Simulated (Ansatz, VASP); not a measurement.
# HfC2: VASP beside Ansatz

INCAR

```
SYSTEM = HfC2
PREC = Accurate ; ENCUT = 600
EDIFF = 1E-6 ; ISMEAR = 0
SIGMA = 0.1 ; LREAL = .FALSE.
LASPH = .TRUE. ; NELM = 60
ALGO = Normal ; ISIF = 3
LWAVE = .FALSE. ; LCHARG = .FALSE.
GGA = PE ; IBRION = 2
NSW = 100 ; EDIFFG = -0.01
```

Contents of KPOINTS:

```
regular mesh
0
G
  18 18 14
  0 0 0
```

POSCAR

```
HfC2
1.0
    3.2782124649      0.0000000000      0.0000000000
   -1.6391062324      2.8390152736      0.0000000000
    0.0000000000      0.0000000000      3.1790710676
Hf C
1 2
Direct
    0.0000000000      0.0000000000      0.0000000000
    0.3333333333      0.6666666667      0.5000000000
    0.6666666667      0.3333333333      0.5000000000
```

Input for Ansatz:

```yaml
crystal:
  lattice:
    - [3.2782124649, 0.0, 0.0]
    - [-1.6391062324, 2.8390152736, 0.0]
    - [0.0, 0.0, 3.1790710676]
  atoms:
    - { symbol: Hf, position: [0.0, 0.0, 0.0] }
    - { symbol: C, position: [0.3333333333, 0.6666666667, 0.5] }
    - { symbol: C, position: [0.6666666667, 0.3333333333, 0.5] }
basis:
  ecutwfc: 420
kpoints:
  mp_grid: { grid: [18, 18, 14] }
hamiltonian:
  xc: pbe
scf:
  occupations: { method: gaussian, width: 0.1 }
output:
  forces: true
  stress: true
  eigenvalues: true
  write_density: true
  write_potential: true
  elf: true
  volumetric_format: npy
relax:
  adjacent_minimum: "off"
  f_tol: 0.01
  max_steps: 80
  cell: { stress_tol: 0.05 }
```

Change from the starting cell: species swapped into the ScSi2 type (P6/mmm, No. 191).

Alike in both runs: task relaxation of cell and atoms; functional PBE; k mesh 18 × 18 × 14; occupations gaussian, width 0.1 eV; no spin polarisation.

```csv
,VASP,Ansatz
version,VASP 6.6.1,Ansatz 0.2.0
potentials or method,"VASP PAW PBE potentials, release 64 (Hf_pv, C), cutoff 600 eV","scalar-relativistic, plane waves, PAW"
valence electrons in the cell,18,34
```

```csv
,VASP,Ansatz,Ansatz less VASP
"gap on the k mesh at the Fermi level, each at its own relaxed structure (eV)",none,none,-
relaxed volume (Å³/atom),9.64,9.73,+0.090
relaxed cell length with the largest relative difference (Å),3.225,3.239,+0.0132
```

A gap of «none» marks a metal or a gap that the smearing closes. VASP's potentials hold 18 valence electrons a cell and Ansatz's 34, so a difference there can come from the potentials and not from the codes.

Spin-orbit coupling is off throughout.
